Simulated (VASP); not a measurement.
Set up this calculation in VASP 6.6.1, as the native input.

| Property | Result |
| --- | --- |
| Task | relaxation of shape and atoms at fixed volume |
| Functional | PBEsol |
| Potentials or basis | VASP PAW PBE potentials, release 64 (Ta_pv, N) |
| Cutoff | 600 eV |
| k mesh | 18 × 18 × 10 |
| Occupations | gaussian, width 0.1 eV |
| Spin | no spin polarisation |
| Dipole correction | no |
| Further INCAR settings | ALGO = Normal; EDIFF = 1e-06; IBRION = 2; EDIFFG = -0.01; NSW = 50; ISIF = 4 |

The structure of Ta2N lies in POSCAR:

```
Ta2N
1.0
    3.1439386405      0.0000000000      0.0000000000
   -1.5719693203      2.7227307306      0.0000000000
    0.0000000000      0.0000000000      4.9024032680
Ta N
2 1
Direct
    0.6666666667      0.3333333333      0.7484430041
    0.3333333333      0.6666666667      0.2515569959
    0.0000000000      0.0000000000      0.0000000000
```

One way to write it, as run:

INCAR

```
PREC     = Accurate       # precision mode
ENCUT    = 600            # plane-wave cutoff, eV
EDIFF    = 1E-6           # SCF threshold, eV
ISMEAR   = 0              # smearing method
SIGMA    = 0.1            # smearing width, eV
LREAL    = F              # projectors in reciprocal space
LASPH    = T              # aspherical terms in the spheres
NELM     = 60             # most SCF steps
ALGO     = Normal         # electronic algorithm
ISIF     = 4              # what is computed and relaxed
LWAVE    = F              # write WAVECAR
LCHARG   = F              # write CHGCAR
GGA      = PS             # functional
IBRION   = 2              # ionic algorithm
NSW      = 50             # ionic steps
EDIFFG   = -0.01          # ionic threshold
```

KPOINTS

```
Automatic mesh
0
Gamma
  18 18 10
```

Potentials or basis: VASP PAW PBE potentials, release 64 (Ta_pv, N).

The run is started by

```bash
$ cat potpaw_PBE.64/Ta_pv/POTCAR potpaw_PBE.64/N/POTCAR > POTCAR
$ mpirun -np 1 vasp_std > vasp.out
```

It gave:

The energy gained by relaxing is 0.4 meV/atom. The ionic steps are 4 and the pressure after relaxing is -14.2 GPa. The largest force after relaxing is 0.005 eV/Å and the band gap on the k mesh is zero (an odd number of electrons rules out a gap without spin polarisation).

Caveat: the PAW data sets were made with another functional, which shifts forces and pressure a little; spin-orbit coupling is left out, which moves the levels of the heavy elements.

It took 7.9 min on 1 thread of Intel(R) Xeon(R) Platinum 8488C (Sapphire Rapids), with other jobs on the host, peak memory 0.41 GiB.
